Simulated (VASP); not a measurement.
# ScV (P-6m2) in VASP: single point with PBEsol

Aim: the single point of ScV with PBEsol.

Program: VASP 6.6.1. These are calculated values, not measurements. Logs are shortened: lines on timing, memory, paths and dates and some standing lists are left out, and cuts for length are marked.

## 1. The cell of the first run

It takes space group P-6m2 (No. 187, hexagonal). Conventional cell: a = 2.905 Å, b = 2.905 Å, c = 4.806 Å, α = 90.00°, β = 90.00°, γ = 120.00°. Sc (site symmetry -6m2) has 6 Sc at 2.90 Å and 6 V at 2.93 Å within 3.8 Å. V (site symmetry -6m2) has 6 V at 2.90 Å and 6 Sc at 2.93 Å within 3.8 Å.

## 2. Single point, PBEsol, collinear spin, ferromagnetic start (Nb replaced by V, lengths x 0.980, strained)

The input, INCAR:

```
SYSTEM = ScV
ALGO     = Normal         ! electronic algorithm
EDIFF    = 1E-7           ! SCF threshold, eV
ENCUT    = 520            ! plane-wave cutoff, eV
GGA      = PS             ! functional
ISIF     = 2              ! what is computed and relaxed
ISMEAR   = 0              ! smearing method
ISPIN    = 2              ! spin polarisation
LASPH    = .TRUE.         ! aspherical terms in the spheres
LCHARG   = .FALSE.        ! write CHGCAR
LMAXMIX  = 4              ! l up to which the mixer works
LORBIT   = 11             ! projections on sites
LREAL    = .FALSE.        ! projectors in reciprocal space
LWAVE    = .FALSE.        ! write WAVECAR
MAGMOM   = 0 2            ! initial moments
NBANDS   = 23             ! bands
NELM     = 150            ! most SCF steps
PREC     = Accurate       ! precision mode
SIGMA    = 0.1            ! smearing width, eV
```

The input, KPOINTS:

```
k-points
0
G
  9 9 4
  0 0 0
```

The input, POSCAR:

```
ScV
1.0
    2.9045162597      0.0000000000      0.0000000000
   -1.4522581299      2.5153848666      0.0000000000
    0.0000000000      0.0000000000      4.8056030673
Sc V
1 1
Direct
    0.0000000000      0.0000000000      0.0000000000
    0.3333333300      0.6666666700      0.5000000000
```

Potentials or basis: VASP PAW PBE potentials, release 64 (Sc_sv, V_sv).

The run is started by

```sh
$ cat potpaw_PBE.64/Sc_sv/POTCAR potpaw_PBE.64/V_sv/POTCAR > POTCAR
$ mpirun -np 1 vasp_std > vasp.out
```

OUTCAR:

```text
SYSTEM = ScV
   EDIFF = 1E-7
   ENCUT = 520
   GGA = PS
   ISIF = 2
   ISMEAR = 0
   ISPIN = 2
   LASPH = .TRUE.
   LORBIT = 11
   LREAL = .FALSE.
   NELM = 150
   PREC = Accurate

 ion  position               nearest neighbor table
   1  0.000  0.000  0.000-   2 2.93   2 2.93   2 2.93   2 2.93   2 2.93   2 2.93
   2  0.333  0.667  0.500-   1 2.93   1 2.93   1 2.93   1 2.93   1 2.93   1 2.93

  LATTYP: Found a hexagonal cell.
 ALAT       =     2.9045162597
 C/A-ratio  =     1.6545278586

  Lattice vectors:

 A1 = (   2.9045162597,   0.0000000000,   0.0000000000)
 A2 = (  -1.4522581299,   2.5153848666,   0.0000000000)
 A3 = (   0.0000000000,   0.0000000000,   4.8056030673)

Analysis of symmetry for initial positions (statically):
=====================================================================
 Subroutine PRICEL returns:
 Original cell was already a primitive cell.

 Routine SETGRP: Setting up the symmetry group for a
 hexagonal supercell.

 Subroutine GETGRP returns: Found 12 space group operations
 (whereof 12 operations were pure point group operations)
 out of a pool of 24 trial point group operations.

The static configuration has the point symmetry D_3h.

Analysis of symmetry for dynamics (positions and initial velocities):
=====================================================================
 Subroutine PRICEL returns:
 Original cell was already a primitive cell.

 Routine SETGRP: Setting up the symmetry group for a
 hexagonal supercell.

 Subroutine GETGRP returns: Found 12 space group operations
 (whereof 12 operations were pure point group operations)
 out of a pool of 24 trial point group operations.

The dynamic configuration has the point symmetry D_3h.

Analysis of structural, dynamic, and magnetic symmetry:
=====================================================================
 Subroutine PRICEL returns:
 Original cell was already a primitive cell.

 Routine SETGRP: Setting up the symmetry group for a
 hexagonal supercell.

 Subroutine GETGRP returns: Found 12 space group operations
 (whereof 12 operations were pure point group operations)
 out of a pool of 24 trial point group operations.

The overall configuration has the point symmetry D_3h.

 Subroutine INISYM returns: Found 12 space group operations
 (whereof 12 operations are pure point group operations),
 and found     1 'primitive' translations

----------------------------------------------------------------------------------------

                                     Primitive cell

  volume of cell :      35.1096

  direct lattice vectors                    reciprocal lattice vectors
     2.904516260  0.000000000  0.000000000     0.344291411  0.198776739  0.000000000
    -1.452258130  2.515384867  0.000000000     0.000000000  0.397553477  0.000000000
     0.000000000  0.000000000  4.805603067     0.000000000  0.000000000  0.208090428

  length of vectors
     2.904516260  2.904516260  4.805603067     0.397553477  0.397553477  0.208090428

  position of ions in fractional coordinates (direct lattice)
     0.000000000  0.000000000  0.000000000
     0.333333330  0.666666670  0.500000000

  ion indices of the primitive-cell ions
   primitive index   ion index
                 1           1
                 2           2

----------------------------------------------------------------------------------------

 KPOINTS: k-points

Automatic generation of k-mesh.
 Grid dimensions read from file:
 generate k-points for:    9    9    4

 Generating k-lattice:

  Cartesian coordinates                     Fractional coordinates (reciprocal lattice)
     0.038254601  0.022086304  0.000000000     0.111111111 -0.000000000  0.000000000
     0.000000000  0.044172609  0.000000000     0.000000000  0.111111111  0.000000000
     0.000000000  0.000000000  0.052022607     0.000000000  0.000000000  0.250000000

  Length of vectors
     0.044172609  0.044172609  0.052022607

  Shift w.r.t. Gamma in fractional coordinates (k-lattice)
     0.000000000  0.000000000  0.000000000

 Subroutine IBZKPT returns following result:
 ===========================================

 Found     36 irreducible k-points:

 Following reciprocal coordinates:
            Coordinates               Weight
  0.000000  0.000000  0.000000      1.000000
  0.111111 -0.000000  0.000000      6.000000
  0.222222  0.000000  0.000000      6.000000
  0.333333  0.000000  0.000000      6.000000
  0.444444  0.000000  0.000000      6.000000
  0.111111  0.111111  0.000000      6.000000
[... 16 lines left out ...]
  0.333333  0.222222  0.250000     24.000000
  0.333333  0.333333  0.250000      4.000000
 [... further k-points ...]
   k-points           NKPTS =     36   k-points in BZ     NKDIM =     36   number of bands    NBANDS=     23
   number of dos      NEDOS =    301   number of ions     NIONS =      2
   total plane-waves  NPLWV =  20736
   dimension x,y,z NGX =    24 NGY =   24 NGZ =   36
   dimension x,y,z NGXF=    48 NGYF=   48 NGZF=   72
   ions per type =               1   1
   NGX,Y,Z   is equivalent  to a cutoff of  13.74, 13.74, 12.45 a.u.
   NGXF,Y,Z  is equivalent  to a cutoff of  27.47, 27.47, 24.91 a.u.
 SYSTEM =  ScV
   PREC   = accura    normal or accurate (medium, high low for compatibility)
   ISTART =      0    job   : 0-new  1-cont  2-samecut
   ICHARG =      2    charge: 1-file 2-atom 10-const
   ISPIN  =      2    spin polarized calculation?
   LNONCOLLINEAR =      F non collinear calculations
   LSORBIT =      F    spin-orbit coupling
   LASPH  =      T    aspherical Exc in radial PAW
   ENCUT  =  520.0 eV  38.22 Ry    6.18 a.u.   5.40  5.40  8.94*2*pi/ulx,y,z
   NELM   =    150;   NELMIN=  2; NELMDL= -5     # of ELM steps
   EDIFF  = 0.1E-06   stopping-criterion for ELM
   LREAL  =      F    real-space projection
   EDIFFG = 0.1E-05   stopping-criterion for IOM
   NSW    =      0    number of steps for IOM
   IBRION =     -1    ionic relax: 0-MD 1-quasi-New 2-CG
   NFREE  =      0    steps in history (QN), initial steepest desc. (CG)
   ISIF   =      2    stress and relaxation
   ISYM   =      2    0-nonsym 1-usesym 2-fastsym
   POTIM  = 0.5000    time-step for ionic-motion
   TEBEG  =    0.0;   TEEND  =   0.0 temperature during run
   PSTRESS=    0.0 pullay stress
   NELECT =      24.0000    total number of electrons
   NUPDOWN=      -1.0000    fix difference up-down
   EMIN   =  10.00;   EMAX   =-10.00  energy-range for DOS
   EFERMI =   0.00;   METHOD = LEGACY
   ISMEAR =     0;   SIGMA  =   0.10  broadening in eV -4-tet -1-fermi 0-gaus
   EFERMI_NEDOS =   21; number of points for ismear=-14 and -15
   IALGO  =     38    algorithm
   IMIX   =      4    mixing-type and parameters
     AMIX     =   0.40;   BMIX     =  1.00
     AMIX_MAG =   1.60;   BMIX_MAG =  1.00
  volume/ion in A,a.u.               =      17.55       118.47
  Fermi-wavevector in a.u.,A,eV,Ry     =   1.442126  2.725223 28.296407  2.079727
  Thomas-Fermi vector in A             =   2.560681
   LORBIT       =     11    0 simple, 1 ext, 2 COOP (PROOUT), +10 PAW based schemes
   GGA     = PS    functional components
   LHFCALC =     F    Hartree Fock is set to
   AEXX    =    0.0000 exact exchange contribution
   IVDW    =     0    specifies the selected vdW correction
   LEPSILON=     F    determine dielectric tensor
   LRPA    =     F    only Hartree local field effects (RPA)
 spin polarized calculation
 Gauss-broadening in eV      SIGMA  =   0.10
  energy-cutoff  :      520.00
  volume of cell :       35.11
 maximum number of plane-waves:       966
 NGX is ok and might be reduce to    24
   NGX = 11   NGY = 11   NGZ = 17

 number of electron      24.0000001 magnetization       0.0000824

 Free energy of the ion-electron system (eV)
  ---------------------------------------------------
  ext. energy  EPLUGINS =         0.00000000
  ---------------------------------------------------
  free energy    TOTEN  =       -15.42032866 eV

  energy without entropy =      -15.40651797  energy(sigma->0) =      -15.41342331

 E-fermi :   6.3829     XC(G=0): -11.5673

 val. band max:        6.3616658096   @ k =   0.2222   0.0000   0.5000
 cond. band min:       6.4020322771   @ k =   0.1111   0.1111   0.5000
 fundamental gap:      0.0403664675
 Fermi energy:         6.3829496440

 spin component 1

 k-point     1 :       0.0000    0.0000    0.0000
  band No.  band energies     occupation
      1     -57.4539      1.00000
      2     -42.1699      1.00000
      3     -31.4389      1.00000
      4     -31.1986      1.00000
      5     -31.1986      1.00000
      6     -20.9012      1.00000
[... 15 lines left out ...]
     22      21.3008      0.00000
     23      23.3046      0.00000
[... 575 lines left out ...]
      1     -57.4038      1.00000
      2     -41.9837      1.00000
      3     -31.4128      1.00000
      4     -31.4106      1.00000
      5     -31.3840      1.00000
      6     -21.1038      1.00000
[... 15 lines left out ...]
     22      16.9069      0.00000
     23      17.0581      0.00000

 [... further k-points ...]

 spin component 2

 k-point     1 :       0.0000    0.0000    0.0000
  band No.  band energies     occupation
      1     -57.4538      1.00000
      2     -42.1699      1.00000
      3     -31.4388      1.00000
      4     -31.1985      1.00000
      5     -31.1985      1.00000
      6     -20.9012      1.00000
[... 15 lines left out ...]
     22      21.3008      0.00000
     23      23.3046      0.00000
[... 575 lines left out ...]
      1     -57.4037      1.00000
      2     -41.9837      1.00000
      3     -31.4127      1.00000
      4     -31.4105      1.00000
      5     -31.3838      1.00000
      6     -21.1039      1.00000
[... 15 lines left out ...]
     22      16.9069      0.00000
     23      17.0582      0.00000

 [... further k-points ...]

------------------------ aborting loop because EDIFF is reached ----------------------------------------

  FORCE on cell =-STRESS in cart. coord.  units (eV):
  Direction    XX          YY          ZZ          XY          YZ          ZX
  --------------------------------------------------------------------------------------
  -------------------------------------------------------------------------------------
  Total        0.0080536      0.0080536     -0.9152635     -0.0000000      0.0000000      0.0000000
  in kB        0.3675144      0.3675144    -41.7667399     -0.0000000      0.0000000      0.0000000
  external PRESSURE =     -13.6772370 kB  Pullay stress =       0.0000000 kB

 VOLUME and BASIS-vectors are now :
 -----------------------------------------------------------------------------
  energy-cutoff  :      520.00
  volume of cell :       35.11
      direct lattice vectors                 reciprocal lattice vectors
     2.904516260  0.000000000  0.000000000     0.344291411  0.198776739  0.000000000
    -1.452258130  2.515384867  0.000000000     0.000000000  0.397553477  0.000000000
     0.000000000  0.000000000  4.805603067     0.000000000  0.000000000  0.208090428

 POSITION                                       TOTAL-FORCE (eV/Angst)
 -----------------------------------------------------------------------------------
      0.00000      0.00000      0.00000         0.000000      0.000000      0.000000
     -0.00000      1.67692      2.40280        -0.000000     -0.000000      0.000000
 -----------------------------------------------------------------------------------
    total drift:                                0.000026     -0.000015     -0.000000

  FREE ENERGIE OF THE ION-ELECTRON SYSTEM (eV)
  ---------------------------------------------------
  free  energy   TOTEN  =       -15.4203286598 eV

  energy  without entropy=      -15.4065179671  energy(sigma->0) =      -15.41342331

 total charge

# of ion       s       p       d       tot
------------------------------------------
    1        2.322   6.162   1.216   9.700
    2        2.310   6.149   2.942  11.401
--------------------------------------------------
tot          4.632  12.311   4.158  21.101

 magnetization (x)

# of ion       s       p       d       tot
------------------------------------------
    1       -0.000  -0.000  -0.000  -0.000
    2        0.000   0.000   0.000   0.000
--------------------------------------------------
tot         -0.000   0.000   0.000   0.000
```

Wall time 63 s (1 thread of Intel Xeon Platinum 8259CL at 2.50GHz (Skylake/Cascade Lake), shared host); peak memory 0.19 GiB.

Results:

| Property | Result |
| --- | --- |
| Free energy | -15.4203 eV |
| Pressure | -1.4 GPa |
| Band gap on the k mesh | zero (filled and empty bands overlap) |
| Net moment | 0.00 μB per cell |
| Valence electrons inside the program's atomic spheres | Sc 9.70; V 11.40 |

Stress tensor (GPa, compression positive):
```
 0.04  0.00  0.00
 0.00  0.04  0.00
 0.00  0.00 -4.18
```

Levels at points of the mesh, in eV from the Fermi level:
Spin up:
```tsv
k point	band 9	band 10	band 11	band 12	band 13	band 14	band 15	band 16
(0.00, 0.00, 0.00)	-5.93	-2.46	0.46	0.46	0.69	0.87	1.42	1.42
(0.00, 0.00, 0.50)	-4.36	-3.92	-0.36	0.39	0.39	0.79	1.14	1.14
```
Spin down:
```
           k point  band 8  band 9  band 10  band 11  band 12  band 13  band 14  band 15  band 16  band 17
(0.00, 0.00, 0.00)  -26.85   -5.93    -2.46     0.46     0.46     0.69     0.87     1.42     1.42     2.24
(0.00, 0.00, 0.50)  -26.85   -4.36    -3.92    -0.36     0.39     0.39     0.79     1.14     1.14     2.72
```

Caveat: the cell differs from its parent crystal (Nb replaced by V, lengths x 0.980, strained); the PAW data sets were made with another functional, which shifts forces and pressure a little.
